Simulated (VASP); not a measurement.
# BaZrO3 (Pm-3m) in VASP: notebook, part 2 of 2

VASP 6.6.1.

**3. Single point, LDA**

INCAR reads:

```
ALGO = Normal ; EDIFF = 1E-6
ENCUT = 520 ; ISIF = 2
ISMEAR = 0 ; LASPH = True
LCHARG = False ; LREAL = False
LWAVE = False ; NBANDS = 28
NELM = 60 ; PREC = Accurate
SIGMA = 0.01
```

KPOINTS reads:

```
k-points
0
Gamma
  6 6 6
```

POSCAR reads:

```
BaZrO3
1.0
    4.2053551806      0.0000000000      0.0000000000
    0.0000000000      4.2053551806      0.0000000000
    0.0000000000      0.0000000000      4.2053551806
Ba Zr O
1 1 3
Direct
    0.0000000000      0.0000000000      0.0000000000
    0.5000000000      0.5000000000      0.5000000000
    0.5000000000      0.5000000000      0.0000000000
    0.5000000000      0.0000000000      0.5000000000
    0.0000000000      0.5000000000      0.5000000000
```

Potentials or basis: VASP PAW LDA potentials, release 64 (Ba_sv, Zr_sv, O).

The run is started by

```bash
cat potpaw_LDA.64/Ba_sv/POTCAR potpaw_LDA.64/Zr_sv/POTCAR potpaw_LDA.64/O/POTCAR > POTCAR
mpirun -np 1 vasp_std > vasp.out
```

OUTCAR:

```text
EDIFF = 1E-6
   ENCUT = 520
   ISIF = 2
   ISMEAR = 0
   LASPH = True
   LREAL = False
   NELM = 60
   PREC = Accurate

 ion  position               nearest neighbor table
   1  0.000  0.000  0.000-   3 2.97   4 2.97   5 2.97   4 2.97   5 2.97   3 2.97   5 2.97   5 2.97
                             3 2.97   4 2.97   4 2.97   3 2.97   2 3.64   2 3.64   2 3.64   2 3.64
   2  0.500  0.500  0.500-   3 2.10   4 2.10   5 2.10   3 2.10   4 2.10   5 2.10   1 3.64   1 3.64
                             1 3.64   1 3.64   1 3.64   1 3.64   1 3.64   1 3.64
   3  0.500  0.500  0.000-   2 2.10   2 2.10   1 2.97   1 2.97   1 2.97   1 2.97
   4  0.500  0.000  0.500-   2 2.10   2 2.10   1 2.97   1 2.97   1 2.97   1 2.97
[... 820 lines left out ...]
  Total       -2.4922323     -2.4922323     -2.4922323     -0.0000000      0.0000000      0.0000000
  in kB      -53.6897096    -53.6897096    -53.6897096     -0.0000000      0.0000000      0.0000000
  external PRESSURE =     -53.6897096 kB  Pullay stress =       0.0000000 kB

 VOLUME and BASIS-vectors are now :
 -----------------------------------------------------------------------------
  energy-cutoff  :      520.00
  volume of cell :       74.37
      direct lattice vectors                 reciprocal lattice vectors
     4.205355181  0.000000000  0.000000000     0.237792043  0.000000000  0.000000000
     0.000000000  4.205355181  0.000000000     0.000000000  0.237792043  0.000000000
     0.000000000  0.000000000  4.205355181     0.000000000  0.000000000  0.237792043

 POSITION                                       TOTAL-FORCE (eV/Angst)
 -----------------------------------------------------------------------------------
      0.00000      0.00000      0.00000         0.000000      0.000000      0.000000
      2.10268      2.10268      2.10268         0.000000      0.000000      0.000000
      2.10268      2.10268      0.00000         0.000000      0.000000      0.000000
      2.10268      0.00000      2.10268         0.000000      0.000000      0.000000
      0.00000      2.10268      2.10268         0.000000      0.000000      0.000000
 -----------------------------------------------------------------------------------
    total drift:                                0.000000     -0.000000     -0.000000

  FREE ENERGIE OF THE ION-ELECTRON SYSTEM (eV)
  ---------------------------------------------------
  free  energy   TOTEN  =       -45.7019869288 eV

  energy  without entropy=      -45.7019869288  energy(sigma->0) =      -45.70198693
```

It took 12 s on 1 thread of Intel Xeon 6975P-C (Granite Rapids), shared host; peak memory 0.18 GiB.

What came out:

| Property | Result |
| --- | --- |
| Free energy | -45.7020 eV |
| Pressure | -5.4 GPa |
| Band gap on the k mesh | 3.05 eV, indirect (least direct gap 3.28 eV) |

Caveat: spin-orbit coupling is left out, which moves the levels of the heavy elements. As with any semilocal functional, this LDA gap is likely too small.

**4. Single point, PBE**

This run uses another cell than the first one, of 15.11 Å³/atom, 1.016 times its volume.

INCAR reads:

```
SYSTEM = BaZrO3
ALGO     = Normal         ! electronic algorithm
EDIFF    = 1E-6           ! SCF threshold, eV
ENCUT    = 520            ! plane-wave cutoff, eV
GGA      = PE             ! functional
ISIF     = 2              ! what is computed and relaxed
ISMEAR   = -1             ! smearing method
LASPH    = .TRUE.         ! aspherical terms in the spheres
LCHARG   = .FALSE.        ! write CHGCAR
LREAL    = .FALSE.        ! projectors in reciprocal space
LWAVE    = .FALSE.        ! write WAVECAR
NBANDS   = 28             ! bands
NELM     = 80             ! most SCF steps
PREC     = Accurate       ! precision mode
SIGMA    = 0.02           ! smearing width, eV
```

KPOINTS reads:

```
k-points
0
G
  6 6 6
  0 0 0
```

Edit POSCAR of step 3 so:

```diff
@@ -2,5 +2,5 @@
 1.0
-    4.2053551806      0.0000000000      0.0000000000
-    0.0000000000      4.2053551806      0.0000000000
-    0.0000000000      0.0000000000      4.2053551806
+    4.2272580645      0.0000000000      0.0000000000
+    0.0000000000      4.2272580645      0.0000000000
+    0.0000000000      0.0000000000      4.2272580645
 Ba Zr O
```

Potentials or basis: VASP PAW PBE potentials, release 64 (Ba_sv, Zr_sv, O).

The run is started by

```bash
cat potpaw_PBE.64/Ba_sv/POTCAR potpaw_PBE.64/Zr_sv/POTCAR potpaw_PBE.64/O/POTCAR > POTCAR
mpirun -np 1 vasp_std > vasp.out
```

OUTCAR:

```text
SYSTEM = BaZrO3
   EDIFF = 1E-6
   ENCUT = 520
   GGA = PE
   ISIF = 2
   ISMEAR = -1
   LASPH = .TRUE.
   LREAL = .FALSE.
   NELM = 80
   PREC = Accurate

 ion  position               nearest neighbor table
   1  0.000  0.000  0.000-   3 2.99   4 2.99   5 2.99   4 2.99   5 2.99   3 2.99   5 2.99   5 2.99
                             3 2.99   4 2.99   4 2.99   3 2.99   2 3.66   2 3.66   2 3.66   2 3.66
   2  0.500  0.500  0.500-   3 2.11   4 2.11   5 2.11   3 2.11   4 2.11   5 2.11   1 3.66   1 3.66
                             1 3.66   1 3.66   1 3.66   1 3.66   1 3.66   1 3.66
   3  0.500  0.500  0.000-   2 2.11   2 2.11   1 2.99   1 2.99   1 2.99   1 2.99
   4  0.500  0.000  0.500-   2 2.11   2 2.11   1 2.99   1 2.99   1 2.99   1 2.99
   5  0.000  0.500  0.500-   2 2.11   2 2.11   1 2.99   1 2.99   1 2.99   1 2.99

  LATTYP: Found a simple cubic cell.
 ALAT       =     4.2272580645

  Lattice vectors:

 A1 = (   4.2272580645,   0.0000000000,   0.0000000000)
 A2 = (   0.0000000000,   4.2272580645,   0.0000000000)
 A3 = (   0.0000000000,   0.0000000000,   4.2272580645)

Analysis of symmetry for initial positions (statically):
=====================================================================
[... 176 lines left out ...]
 cond. band min:       6.7406993613   @ k =   0.0000   0.0000   0.0000
 fundamental gap:      3.1322635104
 Fermi energy:         4.1769555684

 k-point     1 :       0.0000    0.0000    0.0000
  band No.  band energies     occupation
      1     -43.5707      2.00000
      2     -21.7872      2.00000
      3     -21.6978      2.00000
      4     -21.6978      2.00000
      5     -21.6978      2.00000
      6     -12.7184      2.00000
[... 609 lines left out ...]
     27      12.5845      0.00000
     28      12.5845      0.00000

------------------------ aborting loop because EDIFF is reached ----------------------------------------

  FORCE on cell =-STRESS in cart. coord.  units (eV):
  Direction    XX          YY          ZZ          XY          YZ          ZX
  --------------------------------------------------------------------------------------
  -------------------------------------------------------------------------------------
  Total        0.4402123      0.4402123      0.4402123     -0.0000000      0.0000000     -0.0000000
  in kB        9.3367666      9.3367666      9.3367666     -0.0000000      0.0000000     -0.0000000
  external PRESSURE =       9.3367666 kB  Pullay stress =       0.0000000 kB

 VOLUME and BASIS-vectors are now :
 -----------------------------------------------------------------------------
  energy-cutoff  :      520.00
  volume of cell :       75.54
      direct lattice vectors                 reciprocal lattice vectors
     4.227258064  0.000000000  0.000000000     0.236559960  0.000000000  0.000000000
     0.000000000  4.227258064  0.000000000     0.000000000  0.236559960  0.000000000
     0.000000000  0.000000000  4.227258064     0.000000000  0.000000000  0.236559960

 POSITION                                       TOTAL-FORCE (eV/Angst)
 -----------------------------------------------------------------------------------
      0.00000      0.00000      0.00000         0.000000      0.000000      0.000000
      2.11363      2.11363      2.11363         0.000000      0.000000      0.000000
      2.11363      2.11363      0.00000         0.000000      0.000000      0.000000
      2.11363      0.00000      2.11363         0.000000      0.000000      0.000000
      0.00000      2.11363      2.11363         0.000000      0.000000      0.000000
 -----------------------------------------------------------------------------------
    total drift:                                0.000000     -0.000000     -0.000000

  FREE ENERGIE OF THE ION-ELECTRON SYSTEM (eV)
  ---------------------------------------------------
  free  energy   TOTEN  =       -41.7234889054 eV

  energy  without entropy=      -41.7234889054  energy(sigma->0) =      -41.72348891
```

It took 14 s on 1 thread of Intel Xeon 6975P-C (Granite Rapids), shared host; peak memory 0.19 GiB.

Results:

* Free energy: -41.7235 eV
* Pressure: 0.9 GPa
* Band gap on the k mesh: 3.13 eV, indirect (least direct gap 3.38 eV)

Caveat: spin-orbit coupling is left out, which moves the levels of the heavy elements.

**5. Summary**

| level | potentials or basis | cell | smearing | gap on the mesh (eV) | pressure (GPa) |
| --- | --- | --- | --- | --- | --- |
| PBE | VASP PAW PBE potentials, release 64 (Ba_sv, Zr_sv, O) | a = 4.205 Å, 5 atoms | fermi-dirac 0.02 eV | 3.17 | 3.4 |
| LDA | VASP PAW LDA potentials, release 64 (Ba_sv, Zr_sv, O) | a = 4.205 Å, 5 atoms | gaussian 0.01 eV | 3.05 | -5.4 |
| PBE | VASP PAW PBE potentials, release 64 (Ba_sv, Zr_sv, O) | a = 4.227 Å, 5 atoms | fermi-dirac 0.02 eV | 3.13 | 0.9 |

Alike in all rows: task single point; no spin polarisation; k mesh 6 × 6 × 6; cutoff (eV) 520.

Caveats: spin-orbit coupling is left out, which moves the levels of the heavy elements.

Absolute energies hang on the potentials; compare differences alone.
